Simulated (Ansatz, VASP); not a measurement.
## As in VASP and in Ansatz

```xyz
2
Lattice="0.0000 2.8348 2.8348 2.8348 0.0000 2.8348 2.8348 2.8348 0.0000" Properties=species:S:1:pos:R:3 pbc="T T T"
As   -0.7087   -0.7087   -0.7087
As    0.7087    0.7087    0.7087
```

Change from the starting cell: volume scaled by 0.8, PAW files.

Alike in both runs: task single point; functional PBE; k mesh 13 × 13 × 13; occupations fermi-dirac, width 0.08 eV; no spin polarisation.

|  | VASP | Ansatz |
| --- | --- | --- |
| version | VASP 6.6.1 | Ansatz 0.2.0 |
| potentials or method | VASP PAW PBE potentials, release 64 (As) | PAW with Ansatz's default frozen-core files, scalar-relativistic |
| plane-wave cutoff (eV) | 520 | 420 |
| valence electrons in the cell | 10 | 30 |

```tsv
	VASP	Ansatz	Ansatz less VASP
pressure (GPa)	16.2	15.8	-0.42
```

VASP's potentials hold 10 valence electrons a cell and Ansatz's 30, so a difference there can come from the potentials and not from the codes.
